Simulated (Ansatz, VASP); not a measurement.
# Mn3AgC in VASP and in Ansatz

The input INCAR:

```
PREC = Accurate
ENCUT = 520
EDIFF = 1E-7
ISMEAR = 0
SIGMA = 0.1
LREAL = False
LASPH = True
NELM = 150
ALGO = Normal
ISIF = 2
LWAVE = False
LCHARG = False
ISPIN = 2
MAGMOM = 0 0 4 4 4
LORBIT = 11
LMAXMIX = 4
GGA = PE
NBANDS = 39
```

File KPOINTS:

```
Automatic mesh
0
Gamma
  6 6 6
```

Contents of POSCAR:

```
Mn3AgC
1.0
    3.9073223338      0.0000000000      0.0000000000
    0.0000000000      3.9073223338      0.0000000000
    0.0000000000      0.0000000000      3.9073223338
Ag C Mn
1 1 3
Direct
    0.0000000000      0.0000000000      0.0000000000
    0.5000000000      0.5000000000      0.5000000000
    0.5000000000      0.5000000000      0.0000000000
    0.5000000000      0.0000000000      0.5000000000
    0.0000000000      0.5000000000      0.5000000000
```

Input for Ansatz:

```yaml
crystal:
  lattice:
    - [3.9073223338, 0.0, 0.0]
    - [0.0, 3.9073223338, 0.0]
    - [0.0, 0.0, 3.9073223338]
  atoms:
    - { symbol: Ag, position: [0.0, 0.0, 0.0] }
    - { symbol: C, position: [0.5, 0.5, 0.5] }
    - { symbol: Mn, position: [0.5, 0.5, 0.0], spin: 4.0 }
    - { symbol: Mn, position: [0.5, 0.0, 0.5], spin: 4.0 }
    - { symbol: Mn, position: [0.0, 0.5, 0.5], spin: 4.0 }
basis:
  ecutwfc: 420
kpoints:
  mp_grid: { grid: [6, 6, 6] }
hamiltonian:
  xc: pbe
scf:
  occupations: { method: gaussian, width: 0.1 }
  lower_state_search: "off"
output:
  forces: true
  stress: true
  eigenvalues: true
  populations: true
magnetization:
  spin_polarized: true
```

Alike in both runs: task single point; functional PBE; k mesh 6 × 6 × 6; occupations gaussian, width 0.1 eV; collinear spin.

|  | VASP | Ansatz |
| --- | --- | --- |
| version | VASP 6.6.1 | Ansatz 0.2.0 |
| potentials or method | VASP PAW PBE potentials, release 64 (Ag, C, Mn_pv), cutoff 520 eV | scalar-relativistic, plane waves, PAW |
| valence electrons in the cell | 54 | 68 |

Ansatz gave:

| Item | Value |
| --- | --- |
| gap on the k mesh at the Fermi level (eV) | none |
| pressure (GPa) | 6.4 |
| net moment per atom (μB) | 1.60 |
| size of the moment on the site where the two differ most (μB) | 2.37 |

Estimate VASP's values.

gap on the k mesh at the Fermi level (eV): none; pressure (GPa): 6.6; net moment per atom (μB): 1.60; size of the moment on the site where the two differ most (μB): 2.69.

Site moments also hang on the region over which each program counts them. A gap of «none» marks a metal or a gap that the smearing closes. With one functional, cell and mesh, what is left measures potentials, basis and numerics. VASP's potentials hold 54 valence electrons a cell and Ansatz's 68, so a difference there can come from the potentials and not from the codes.
